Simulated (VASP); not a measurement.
# Mg15ZnO16 (P1) in VASP: further runs

The runs below take Mg15ZnO16 through single point, relaxation of volume and atoms at fixed shape, with PBEsol, HSE06.

All numbers are computed with VASP 6.6.1; they aren't measurements. Logs are shortened: lines on timing, memory, paths and dates and some standing lists are left out, and cuts for length are marked.

**1. The cell of the first run**

The typed cell holds 128 atoms: a = 11.929 Å, b = 11.929 Å, c = 11.929 Å, α = 60.00°, β = 60.00°, γ = 60.00°.

**2. Single point, PBEsol**

INCAR

```
SYSTEM = Mg15ZnO16
ALGO = Normal
EDIFF = 1E-6
ENCUT = 520
GGA = PS
ISIF = 2
ISMEAR = -1
LASPH = .TRUE.
LCHARG = .TRUE.
LELF = .TRUE.
LREAL = Auto
LUSENCCL = .FALSE.
LVHAR = .TRUE.
LWAVE = .FALSE.
NBANDS = 346
NELM = 100
PREC = Accurate
SIGMA = 0.05
```

KPOINTS

```
Automatic mesh
0
Gamma
  1 1 1
  0.5 0.5 0.5
```

POSCAR

```
Mg15ZnO16
1.0
    0.0000000000      8.4350109781      8.4350109781
    8.4350109781      0.0000000000      8.4350109781
    8.4350109781      8.4350109781      0.0000000000
O Zn Mg
64 4 60
Direct
    0.3735120000      0.1265880000      0.1267640000
    0.8749670000      0.1251610000      0.1251380000
    0.1247920000      0.3752730000      0.3750730000
    0.3747800000      0.6249760000      0.1252830000
    0.3735110000      0.1265140000      0.6234640000
    0.6235610000      0.3767090000      0.3764240000
[... 120 lines left out ...]
    0.9997140000      0.7501870000      0.7501370000
    0.4999250000      0.7503860000      0.7500740000
```

Potentials or basis: VASP PAW PBE potentials, release 64 (O, Zn, Mg).

Launch:

```
$ cat potpaw_PBE.64/O/POTCAR potpaw_PBE.64/Zn/POTCAR potpaw_PBE.64/Mg/POTCAR > POTCAR
$ mpirun -np 1 vasp_std > vasp.out
```

OUTCAR:

```text
SYSTEM = Mg15ZnO16
   EDIFF = 1E-6
   ENCUT = 520
   GGA = PS
   ISIF = 2
   ISMEAR = -1
   LASPH = .TRUE.
   LREAL = Auto
   NELM = 100
   PREC = Accurate

 ion  position               nearest neighbor table
   1  0.374  0.127  0.127-  71 2.09  84 2.11  99 2.11  98 2.11  83 2.11  66 2.13
   2  0.875  0.125  0.125-  85 2.10  82 2.10  97 2.10 100 2.10  67 2.12  65 2.12
   3  0.125  0.375  0.375-  71 2.10  89 2.10  74 2.11  86 2.11 103 2.11 102 2.11
   4  0.375  0.625  0.125- 103 2.11  75 2.11  90 2.11  72 2.11  87 2.11 104 2.12
   5  0.374  0.127  0.623-  89 2.09  73 2.11 106 2.11 105 2.11  76 2.11  68 2.13
   6  0.624  0.377  0.376-  77 2.09 107 2.11  90 2.11  92 2.11 106 2.11  67 2.12
[... 169 lines left out ...]
                            67 2.98  81 2.98 100 2.98 108 2.98 109 2.98  82 2.98  92 2.98  73 2.99
 121  1.000  0.751  0.250-  21 2.10  42 2.11  61 2.11  51 2.11  37 2.11  27 2.11  87 2.97  96 2.98
                            65 2.98  82 2.98 100 2.98 101 2.98  75 2.98  78 2.98 109 2.98 103 2.99
 122  1.000  0.250  0.751-  28 2.10  39 2.11  52 2.11  62 2.11  22 2.11  44 2.11  65 2.98  88 2.98
                            85 2.98 105 2.98  97 2.98  79 2.98  76 2.98  93 2.98  89 2.99 112 2.99
 123  0.250  0.500  0.500-  22 2.11  23 2.11  37 2.11  40 2.11  57 2.11  53 2.11  76 2.97  75 2.97
                            89 2.98 103 2.98  74 2.98  77 2.98 110 2.98  94 2.98  93 2.98  90 2.98
 124  0.500  0.750  0.250-  24 2.11  38 2.11  54 2.11  58 2.11  23 2.11  41 2.11  66 2.98  91 2.98
                            98 2.98  84 2.98 104 2.98  78 2.98  75 2.98 111 2.98  94 2.98  90 2.98
 125  0.500  0.249  0.750-  25 2.10  43 2.10  55 2.11  59 2.11  40 2.11  26 2.12 108 2.97  68 2.98
                            66 2.98  76 2.98  99 2.98 106 2.98  79 2.98  83 2.99 110 2.99  95 2.99
 126  0.750  0.500  0.500-  26 2.11  44 2.11  60 2.11  41 2.11  27 2.11  56 2.11  79 2.97  78 2.97
                            92 2.98  96 2.98  77 2.98  95 2.98 111 2.98 102 2.98 112 2.98  74 2.98
 127  1.000  0.750  0.750-  32 2.11  48 2.11  29 2.11  45 2.11  57 2.11  64 2.11  69 2.97  70 2.98
                           109 2.98  81 2.98  93 2.98  91 2.98 101 2.98  88 2.98  94 2.98  80 2.98
 128  0.500  0.750  0.750-  31 2.10  47 2.11  46 2.11  63 2.11  60 2.11  30 2.11  73 2.97  72 2.98
                            68 2.98  81 2.98 104 2.98 105 2.98 112 2.98  80 2.98 111 2.98  95 2.99

  LATTYP: Found a face centered cubic cell.
 ALAT       =    16.8700219562

  Lattice vectors:

 A1 = (   0.0000000000,   8.4350109781,   8.4350109781)
 A2 = (   8.4350109781,   0.0000000000,   8.4350109781)
 A3 = (   8.4350109781,   8.4350109781,   0.0000000000)

Analysis of symmetry for initial positions (statically):
=====================================================================
 Subroutine PRICEL returns:
 Original cell was already a primitive cell.

 Routine SETGRP: Setting up the symmetry group for a
 face centered cubic supercell.

 Subroutine GETGRP returns: Found  1 space group operations
 (whereof  1 operations were pure point group operations)
 out of a pool of 48 trial point group operations.

The static configuration has the point symmetry C_1 .

Analysis of symmetry for dynamics (positions and initial velocities):
=====================================================================
 Subroutine PRICEL returns:
 Original cell was already a primitive cell.

 Routine SETGRP: Setting up the symmetry group for a
 face centered cubic supercell.

 Subroutine GETGRP returns: Found  1 space group operations
 (whereof  1 operations were pure point group operations)
 out of a pool of 48 trial point group operations.

The dynamic configuration has the point symmetry C_1 .

 Subroutine INISYM returns: Found  1 space group operations
 (whereof  1 operations are pure point group operations),
 and found     1 'primitive' translations

----------------------------------------------------------------------------------------

                                     Primitive cell

  volume of cell :    1200.2921

  direct lattice vectors                    reciprocal lattice vectors
     0.000000000  8.435010978  8.435010978    -0.059276746  0.059276746  0.059276746
     8.435010978  0.000000000  8.435010978     0.059276746 -0.059276746  0.059276746
     8.435010978  8.435010978  0.000000000     0.059276746  0.059276746 -0.059276746

  length of vectors
    11.928906924 11.928906924 11.928906924     0.102670335  0.102670335  0.102670335

  position of ions in fractional coordinates (direct lattice)
     0.373512000  0.126588000  0.126764000
     0.874967000  0.125161000  0.125138000
     0.124792000  0.375273000  0.375073000
     0.374780000  0.624976000  0.125283000
     0.373511000  0.126514000  0.623464000
     0.623561000  0.376709000  0.376424000
[... 120 lines left out ...]
     0.999714000  0.750187000  0.750137000
     0.499925000  0.750386000  0.750074000

  ion indices of the primitive-cell ions
   primitive index   ion index
                 1           1
                 2           2
                 3           3
                 4           4
                 5           5
                 6           6
[... 21 lines left out ...]
                28          28
                29          29
   k-points           NKPTS =      4   k-points in BZ     NKDIM =      4   number of bands    NBANDS=    346
   number of dos      NEDOS =    301   number of ions     NIONS =    128
   total plane-waves  NPLWV = 729000
   dimension x,y,z NGX =    90 NGY =   90 NGZ =   90
   dimension x,y,z NGXF=   180 NGYF=  180 NGZF=  180
   ions per type =              64   4  60
   NGX,Y,Z   is equivalent  to a cutoff of  12.54, 12.54, 12.54 a.u.
   NGXF,Y,Z  is equivalent  to a cutoff of  25.09, 25.09, 25.09 a.u.
 SYSTEM =  Mg15ZnO16
   PREC   = accura    normal or accurate (medium, high low for compatibility)
   ISTART =      0    job   : 0-new  1-cont  2-samecut
   ICHARG =      2    charge: 1-file 2-atom 10-const
   ISPIN  =      1    spin polarized calculation?
   LNONCOLLINEAR =      F non collinear calculations
   LSORBIT =      F    spin-orbit coupling
   LASPH  =      T    aspherical Exc in radial PAW
   ENCUT  =  520.0 eV  38.22 Ry    6.18 a.u.  22.18 22.18 22.18*2*pi/ulx,y,z
   NELM   =    100;   NELMIN=  2; NELMDL= -5     # of ELM steps
   EDIFF  = 0.1E-05   stopping-criterion for ELM
   LREAL  =      T    real-space projection
   EDIFFG = 0.1E-04   stopping-criterion for IOM
   NSW    =      0    number of steps for IOM
   IBRION =     -1    ionic relax: 0-MD 1-quasi-New 2-CG
   NFREE  =      0    steps in history (QN), initial steepest desc. (CG)
   ISIF   =      2    stress and relaxation
   ISYM   =      2    0-nonsym 1-usesym 2-fastsym
   POTIM  = 0.5000    time-step for ionic-motion
   TEBEG  =    0.0;   TEEND  =   0.0 temperature during run
   PSTRESS=    0.0 pullay stress
   NELECT =     552.0000    total number of electrons
   NUPDOWN=      -1.0000    fix difference up-down
   EMIN   =  10.00;   EMAX   =-10.00  energy-range for DOS
   EFERMI =   0.00;   METHOD = LEGACY
   ISMEAR =    -1;   SIGMA  =   0.05  broadening in eV -4-tet -1-fermi 0-gaus
   EFERMI_NEDOS =   21; number of points for ismear=-14 and -15
   IALGO  =     38    algorithm
   IMIX   =      4    mixing-type and parameters
     AMIX     =   0.40;   BMIX     =  1.00
     AMIX_MAG =   1.60;   BMIX_MAG =  1.00
  volume/ion in A,a.u.               =       9.38        63.28
  Fermi-wavevector in a.u.,A,eV,Ry     =   1.263646  2.387945 21.725811  1.596802
  Thomas-Fermi vector in A             =   2.396992
   LORBIT       =      0    0 simple, 1 ext, 2 COOP (PROOUT), +10 PAW based schemes
   GGA     = PS    functional components
   LHFCALC =     F    Hartree Fock is set to
   AEXX    =    0.0000 exact exchange contribution
   IVDW    =     0    specifies the selected vdW correction
   LEPSILON=     F    determine dielectric tensor
   LRPA    =     F    only Hartree local field effects (RPA)
 non-spin polarized calculation
  energy-cutoff  :      520.00
  volume of cell :     1200.29
 maximum number of plane-waves:     32316
 NGX is ok and might be reduce to    90
   NGX = 45   NGY = 45   NGZ = 45

 number of electron     551.9999841 magnetization

 Free energy of the ion-electron system (eV)
  ---------------------------------------------------
  ext. energy  EPLUGINS =         0.00000000
  ---------------------------------------------------
  free energy    TOTEN  =      -788.92359913 eV

  energy without entropy =     -788.92359913  energy(sigma->0) =     -788.92359913

 E-fermi :   4.4557     XC(G=0): -11.3859

 val. band max:        3.2324063022   @ k =   0.0000   0.0000   0.5000
 cond. band min:       7.9703286067   @ k =   0.0000   0.5000   0.0000
 fundamental gap:      4.7379223044
 Fermi energy:         4.4556799306

 k-point     1 :       0.5000    0.5000    0.5000
  band No.  band energies     occupation
      1     -14.1216      2.00000
      2     -14.0806      2.00000
      3     -13.7694      2.00000
      4     -13.7272      2.00000
      5     -13.6986      2.00000
      6     -13.6807      2.00000
[... 280 lines left out ...]
    287      10.4741      0.00000
    288      10.5730      0.00000

 k-point     2 :       0.5000    0.0000    0.0000
  band No.  band energies     occupation
      1     -14.1150      2.00000
      2     -14.0890      2.00000
      3     -13.7582      2.00000
      4     -13.7362      2.00000
      5     -13.7001      2.00000
      6     -13.6824      2.00000
[... 280 lines left out ...]
    287      10.4646      0.00000
    288      10.5434      0.00000

 k-point     3 :       0.0000    0.0000    0.5000
  band No.  band energies     occupation
      1     -14.1205      2.00000
      2     -14.0821      2.00000
      3     -13.7701      2.00000
      4     -13.7118      2.00000
      5     -13.7064      2.00000
      6     -13.6923      2.00000
[... 280 lines left out ...]
    287      10.4462      0.00000
    288      10.5437      0.00000

 k-point     4 :       0.0000    0.5000    0.0000
  band No.  band energies     occupation
      1     -14.1318      2.00000
      2     -14.0669      2.00000
      3     -13.7646      2.00000
      4     -13.7227      2.00000
      5     -13.7053      2.00000
      6     -13.6899      2.00000
[... 280 lines left out ...]
    287      10.5116      0.00000
    288      10.6004      0.00000
 [bands above 288 left out]

------------------------ aborting loop because EDIFF is reached ----------------------------------------

  FORCE on cell =-STRESS in cart. coord.  units (eV):
  Direction    XX          YY          ZZ          XY          YZ          ZX
  --------------------------------------------------------------------------------------
  -------------------------------------------------------------------------------------
  Total       -3.1151554     -3.0848180     -3.0913126      0.1288795      0.0025749     -0.0064609
  in kB       -4.1581805     -4.1176855     -4.1263547      0.1720313      0.0034370     -0.0086242
  external PRESSURE =      -4.1340736 kB  Pullay stress =       0.0000000 kB

 VOLUME and BASIS-vectors are now :
 -----------------------------------------------------------------------------
  energy-cutoff  :      520.00
  volume of cell :     1200.29
      direct lattice vectors                 reciprocal lattice vectors
     0.000000000  8.435010978  8.435010978    -0.059276746  0.059276746  0.059276746
     8.435010978  0.000000000  8.435010978     0.059276746 -0.059276746  0.059276746
     8.435010978  8.435010978  0.000000000     0.059276746  0.059276746 -0.059276746

 POSITION                                       TOTAL-FORCE (eV/Angst)
 -----------------------------------------------------------------------------------
      2.13703      4.21983      4.21835         0.044663     -0.010160     -0.003797
      2.11127      8.43590      8.43609        -0.001056     -0.005505      0.000010
      6.32918      4.21637      4.21805         0.000371     -0.004011     -0.004668
      6.32844      4.21804      8.43295        -0.003225      0.000238      0.003386
      6.32607      8.40950      4.21772         0.012042     -0.042685      0.000504
      6.35269      8.43488      8.43729         0.043926     -0.001604     -0.007059
[... 120 lines left out ...]
     12.65525     14.76001     14.76043        -0.003467      0.005930     -0.000923
     12.65640     10.54376     10.54639        -0.006188      0.001292     -0.008809
 -----------------------------------------------------------------------------------
    total drift:                                0.047164      0.018997      0.006015

  FREE ENERGIE OF THE ION-ELECTRON SYSTEM (eV)
  ---------------------------------------------------
  free  energy   TOTEN  =      -788.9235991342 eV

  energy  without entropy=     -788.9235991341  energy(sigma->0) =     -788.92359913
```

Run time: 5.9 min. Hardware: 1 × NVIDIA H100 80GB with 1 thread of AMD EPYC 7R13 (Zen 3), shared host; peak memory 2.6 GiB.

Results:

- Free energy: -788.9236 eV
- Pressure: -0.4 GPa
- Largest force: 0.086 eV/Å
- Band gap on the k mesh: 4.74 eV

Forces on the atoms (eV/Å):
```
O    0.045 -0.010 -0.004
O   -0.001 -0.006  0.000
O    0.000 -0.004 -0.005
O   -0.003  0.000  0.003
O    0.012 -0.043  0.001
O    0.044 -0.002 -0.007
O    0.004  0.007  0.002
O    0.004  0.002  0.000
O    0.003 -0.002 -0.003
O    0.003  0.001  0.001
O    0.004  0.009  0.002
O   -0.001 -0.005  0.005
O    0.001  0.003  0.003
O   -0.003  0.003 -0.001
O   -0.040  0.006  0.002
O   -0.051  0.054  0.000
O    0.005  0.004 -0.003
O   -0.005 -0.001 -0.004
O    0.002 -0.039  0.006
O   -0.003  0.041 -0.004
O   -0.007  0.047 -0.004
O    0.004 -0.002  0.004
O    0.004 -0.004 -0.006
O   -0.002  0.042 -0.006
O    0.063 -0.058 -0.005
O   -0.005  0.001 -0.004
O    0.002 -0.003 -0.003
O    0.012 -0.042  0.002
O   -0.006  0.000  0.003
O   -0.001 -0.007 -0.001
O   -0.038  0.007  0.008
O   -0.001  0.000  0.004
O    0.008  0.002  0.010
O    0.001  0.006 -0.003
O    0.009  0.002 -0.049
O   -0.009 -0.010  0.039
O   -0.001  0.002  0.002
O    0.000  0.006 -0.056
O   -0.010 -0.012  0.042
O    0.000  0.005 -0.002
O   -0.004  0.006  0.007
O    0.011  0.004 -0.049
O   -0.008 -0.013  0.041
O    0.000  0.005 -0.001
O    0.001  0.003 -0.002
O    0.003  0.006  0.002
O    0.000 -0.001  0.003
O    0.004 -0.006 -0.006
O   -0.009 -0.004 -0.003
O   -0.010 -0.006  0.005
O   -0.002  0.001  0.005
O    0.006 -0.003 -0.006
O    0.000 -0.003  0.008
O   -0.007  0.004 -0.001
O   -0.001  0.000  0.045
O   -0.006  0.001 -0.003
O   -0.002 -0.007 -0.001
O   -0.006  0.000 -0.003
O   -0.003  0.009  0.005
O   -0.001  0.000  0.003
O   -0.005  0.004  0.004
O    0.001  0.000 -0.008
O    0.004  0.007 -0.044
O    0.005  0.000 -0.001
Zn   0.001  0.003  0.011
Zn  -0.003 -0.002  0.014
Zn  -0.003 -0.002 -0.001
Zn  -0.001  0.005  0.000
Mg   0.007  0.001  0.013
Mg  -0.007  0.011 -0.004
Mg   0.003  0.003  0.006
Mg   0.008 -0.010 -0.007
Mg  -0.009 -0.003 -0.007
Mg   0.000 -0.006 -0.002
Mg  -0.005  0.006 -0.001
Mg  -0.008  0.001  0.003
Mg   0.005  0.000  0.001
Mg  -0.002  0.015 -0.008
Mg   0.001 -0.011  0.003
Mg  -0.016  0.004 -0.006
Mg  -0.004  0.004 -0.001
Mg   0.000 -0.006  0.000
Mg   0.002 -0.003  0.005
Mg   0.007  0.007 -0.013
Mg  -0.002 -0.002 -0.001
Mg   0.012 -0.001 -0.002
Mg  -0.006 -0.004  0.001
Mg   0.004 -0.002 -0.001
Mg  -0.003 -0.002  0.000
Mg   0.006 -0.008 -0.008
Mg  -0.008 -0.001  0.001
Mg   0.011 -0.001  0.005
Mg   0.006  0.000  0.007
Mg   0.001  0.002  0.004
Mg   0.001 -0.008  0.005
Mg  -0.012  0.005 -0.009
Mg  -0.004  0.001 -0.007
Mg  -0.004  0.009 -0.006
Mg   0.003 -0.009  0.010
Mg  -0.004  0.006 -0.001
Mg  -0.005  0.006 -0.004
Mg   0.005  0.000  0.009
Mg  -0.001 -0.004  0.004
Mg  -0.003  0.002 -0.004
Mg   0.003 -0.003 -0.006
Mg   0.005 -0.003  0.007
Mg   0.016 -0.002  0.002
Mg  -0.005  0.003  0.001
Mg  -0.004  0.003  0.001
Mg   0.000 -0.003  0.008
Mg  -0.003  0.008 -0.009
Mg  -0.006 -0.011 -0.001
Mg  -0.001  0.010 -0.001
Mg  -0.005  0.006  0.001
Mg   0.006  0.000  0.007
Mg   0.004 -0.007  0.005
Mg   0.000  0.000 -0.006
Mg   0.012  0.001  0.001
Mg   0.008 -0.001  0.003
Mg  -0.005 -0.005 -0.005
Mg  -0.003 -0.003 -0.003
Mg  -0.008 -0.002  0.009
Mg   0.000 -0.001  0.003
Mg   0.003  0.001 -0.002
Mg   0.006 -0.006  0.007
Mg   0.005 -0.008  0.008
Mg  -0.003  0.006 -0.001
Mg  -0.006  0.001 -0.009
```

Caveat: the k points lie up to 0.65 Å⁻¹ apart; the PAW data sets were made with another functional, which shifts forces and pressure a little; a shifted mesh leaves out Γ, where band edges can lie.

[end of part 1 of 2]
